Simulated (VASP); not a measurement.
Runs of VASP 6.6.1 on BiTe. The structure is that of space group Fm-3m (No. 225), or close to it. The cells are those of the table. 

| cell | gap on the mesh (eV) | pressure (GPa) |
| --- | --- | --- |
| a = 4.495, b = 4.495, c = 4.460 Å, angles 60.3, 60.3, 59.5°, 2 atoms | none | (a) |
| a = 4.667 Å, angles 60.0°, 2 atoms | none | -1.9 |
| a = 4.495, b = 4.495, c = 4.529 Å, angles 59.7, 59.7, 60.5°, 2 atoms | none | 3.3 |
| a = 4.736 Å, angles 60.0°, 2 atoms | none | -3.4 |
| a = 4.529 Å, angles 60.0°, 2 atoms | none | 2.3 |
| a = 4.529, b = 4.529, c = 4.460 Å, angles 60.5, 60.5, 59.0°, 2 atoms | none | (b) |
| a = 4.460 Å, angles 60.0°, 2 atoms | none | 5.3 |

Alike in all rows: task single point; level PBE; potentials or basis VASP PAW PBE potentials, release 64 (Bi_d, Te); no spin polarisation; k mesh 16 × 16 × 16; cutoff (eV) 520; smearing gaussian 0.15 eV.

Problem. Fill in the values left out.

Solution. (a) 4.3; (b) 3.4.

Caveats: spin-orbit coupling is left out, which moves the levels of the heavy elements; an odd number of electrons without spin polarisation forces a metal; a magnetic or distorted state may lie lower; the cell stands under pressure (at least some runs); the cell stands under tension (at least some runs).

A k mesh can miss the band edges, and the runs leave out spin-orbit coupling on Bi, Te.

A gap of «none» marks levels without a gap at the run's occupations.
